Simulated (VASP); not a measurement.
Set up this calculation in VASP 6.6.1, as the native input.

* Task: relaxation of cell and atoms
* Functional: PBE
* Potentials or basis: VASP PAW PBE potentials, release 64 (Cs_sv, Hf_pv)
* Cutoff: 600 eV
* k mesh: 4 × 4 × 4
* Occupations: gaussian, width 0.1 eV
* Spin: no spin polarisation
* Dipole correction: no
* Further INCAR settings: ALGO = Normal; EDIFF = 1e-07; IBRION = 2; EDIFFG = -0.04; NSW = 90; ISIF = 3

The structure of Cs3Hf lies in POSCAR:

```
Cs3Hf
1.0
    5.3415385692      0.0000000000      0.0000000000
    0.0000000000      5.3415385692      0.0000000000
    0.0000000000      0.0000000000      5.3415385692
Cs Hf
3 1
Direct
    0.0000000000      0.5000000000      0.5000000000
    0.5000000000      0.0000000000      0.5000000000
    0.5000000000      0.5000000000      0.0000000000
    0.0000000000      0.0000000000      0.0000000000
```

The input as run:

INCAR

```
  PREC = Accurate
  ENCUT = 600
  EDIFF = 1E-7
  ISMEAR = 0
  SIGMA = 0.1
  LREAL = F
  LASPH = T
  NELM = 100
  ALGO = Normal
  ISIF = 3
  LWAVE = F
  LCHARG = F
  GGA = PE
  IBRION = 2
  NSW = 90
  EDIFFG = -0.04
```

KPOINTS

```
regular mesh
0
Gamma
  4 4 4
```

Potentials or basis: VASP PAW PBE potentials, release 64 (Cs_sv, Hf_pv).

Command:

```console
$ cat potpaw_PBE.64/Cs_sv/POTCAR potpaw_PBE.64/Hf_pv/POTCAR > POTCAR
$ mpirun -np 1 vasp_std > vasp.out
```

Results of the run:

```json
{
  "Relaxed volume": "63.84 Å³/atom",
  "Relaxed cell": "a = 6.344 Å, b = 6.344 Å, c = 6.344 Å, α = 90.00°, β = 90.00°, γ = 90.00°",
  "Space group after relaxing (to 0.1 Å)": "Pm-3m (No. 221)",
  "Energy gained by relaxing": "242.9 meV/atom",
  "Ionic steps": "5",
  "Pressure after relaxing": "0.0 GPa"
}
```

Caveat: the volume moved by over 15 % at a fixed basis, so the end points are rough; the highest band is partly filled, so the run has too few bands.

Wall time 7.2 min on 1 thread of Oxide Virtual Turin-like Processor, with other jobs on the host, peak memory 0.31 GiB.
